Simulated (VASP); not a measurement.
Crystal: TiW3C4.

```
Ti W C
1.0
     4.89803    0.00000    0.00000
     0.00000    4.89803    0.00000
     0.00000    0.00000    4.89803
Ti W C
1 3 4
Cartesian
  2.4490 2.4490 2.4490
  2.4490 0.0000 0.0000
  0.0000 0.0000 2.4490
  0.0000 2.4490 0.0000
  0.0000 2.4490 2.4490
  2.4490 2.4490 0.0000
  0.0000 0.0000 0.0000
  2.4490 0.0000 2.4490
```

```yaml
Program: VASP 6.6.1
Task: relaxation of cell and atoms
Functional: PBE
Potentials_or_basis: VASP PAW PBE potentials, release 64 (Ti_sv, W_sv, C)
Cutoff: 600 eV
k_mesh: 4 × 4 × 4
Occupations: gaussian, width 0.1 eV
Spin: no spin polarisation
```

At the start: pressure -55.8 GPa; volume 14.69 Å³/atom.

Task: Where does the relaxation end?

Result: Over 5 steps the energy falls by 1034.1 meV/atom and the volume is 10.35 Å³/atom (-29.5 %); space group Pm-3m (No. 221, to 0.05 Å).

The path:
```tsv
step	energy change (eV)	largest force (eV/Å)	pressure (GPa)	volume (Å³)
1	0.0000	0.0000	-55.76	117.51
2	24.2376	0.0000	489.43	50.25
3	-8.0424	0.0000	-16.01	87.34
4	-8.2201	0.0000	-8.05	84.99
5	-8.2730	0.0000	0.36	82.83
```

Final structure:
```
Ti W C
1.0
     4.35914    0.00000    0.00000
     0.00000    4.35914    0.00000
     0.00000    0.00000    4.35914
Ti W C
1 3 4
Cartesian
  2.1796 2.1796 2.1796
  2.1796 0.0000 0.0000
  0.0000 0.0000 2.1796
  0.0000 2.1796 0.0000
  0.0000 2.1796 2.1796
  2.1796 2.1796 0.0000
  0.0000 0.0000 0.0000
  2.1796 0.0000 2.1796
```

Caveat: the volume moved by over 15 % at a fixed basis, so the end points are rough.
